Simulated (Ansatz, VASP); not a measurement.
**SiC: VASP beside Ansatz**

```
Si C
1.0
     3.10833    0.00000    0.00000
    -1.55417    2.69189    0.00000
     0.00000    0.00000   10.17749
Si C
4 4
Direct
  0.00000 0.00000 0.99987
  0.33333 0.66667 0.24989
  0.00000 0.00000 0.49987
  0.66667 0.33333 0.74989
  0.00000 0.00000 0.18728
  0.33333 0.66667 0.43795
  0.00000 0.00000 0.68728
  0.66667 0.33333 0.93795
```

Change from the starting cell: hydrostatic strain +1.0%.

Alike in both runs: task single point; functional r2SCAN; k mesh 12 × 12 × 4; no spin polarisation.

|  | VASP | Ansatz |
| --- | --- | --- |
| version | VASP 6.6.1 | Ansatz 0.2.0 |
| potentials or method | VASP PAW PBE potentials, release 64 (Si, C) | plane waves, PAW |
| plane-wave cutoff (eV) | 520 | 500 |
| occupations | gaussian, width 0.01 eV | fixed |
| valence electrons in the cell | 32 | 32 |

```tsv
	VASP	Ansatz	Ansatz less VASP
gap on the k mesh at the Fermi level (eV)	2.59	2.58	-0.011
pressure (GPa)	-6.6	-6.4	+0.16
traceless stress, the component that is largest in VASP (GPa)	0.06	0.05	-0.006
```

VASP's potentials were made for PBE, not for r2SCAN.
